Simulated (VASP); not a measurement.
The system is V.

```
V
1.0
     2.60429    0.00000    0.00000
    -1.30215    2.25538    0.00000
     0.00000    0.00000    4.72334
V
2
Cartesian
  0.0000 1.5036 1.1808
  1.3021 0.7518 3.5425
```

This isn't the form of V at room conditions, which is bcc.

Base run:

| Property | Result |
| --- | --- |
| Program | VASP 6.6.1 |
| Functional | PBE |
| Potentials or basis | VASP PAW PBE potentials, release 64 (V_sv) |
| Cutoff | 520 eV |
| k mesh | 12 × 12 × 6 |
| Occupations | gaussian, width 0.1 eV |
| Spin | collinear spin, ferromagnetic start |
| Starting moments | [2.0, 2.0] μB |

Its results: band gap on the k mesh zero (filled and empty bands overlap); pressure -0.4 GPa; net moment 0.00 μB per cell.

The run is repeated on the same cell with these changes: functional from PBE to RPBE; further incar settings from ALGO = Normal; EDIFF = 1e-06; NBANDS = 24 to ALGO = Normal; EDIFF = 1e-07; NBANDS = 24. What comes out?

Band gap on the k mesh zero (filled and empty bands overlap); pressure 3.7 GPa; net moment 0.00 μB per cell.

Caveats: the cell stands under pressure (at least some runs); the PAW data sets were made with another functional, which shifts forces and pressure a little (at least some runs).
